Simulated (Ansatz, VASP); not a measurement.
## Two plane-wave programs on EuS

```xyz
4
Lattice="5.9570 2.9785 2.9785 2.9785 5.9570 2.9785 2.9785 2.9785 5.9570" Properties=species:S:1:pos:R:3 pbc="T T T"
Eu    0.0000    0.0000    0.0000
Eu    5.9570    5.9570    5.9570
S     2.9785    2.9785    2.9785
S     8.9355    8.9355    8.9355
```

Alike in both runs: task single point; functional LDA; k mesh 6 × 6 × 6; occupations gaussian, width 0.1 eV; collinear spin; Hubbard terms Eu f U = 6.3 eV.

|  | VASP | Ansatz |
| --- | --- | --- |
| version | VASP 6.6.1 | Ansatz 0.2.0 |
| potentials or method | VASP PAW PBE potentials, release 64 (Eu, S), cutoff 600 eV | PAW, plane waves, scalar-relativistic |
| valence electrons in the cell | 46 | 46 |

|  | VASP | Ansatz | Ansatz less VASP |
| --- | --- | --- | --- |
| pressure (GPa) | -3.6 | -4.0 | -0.42 |
| net moment per atom (μB) | 3.50 | 3.50 | 0.000 |
| size of the moment on the site where the two differ most (μB) | 6.75 | 6.86 | +0.113 |

VASP's potentials were made for PBE, not for LDA. LDA's correlation is that of Perdew and Zunger in VASP and of Perdew and Wang (1992) in Ansatz. Site moments also hang on the region over which each program counts them. The programs project onto different local orbitals, so the same U acts differently, and such runs can settle in different states.

Neither program's run includes spin-orbit coupling.
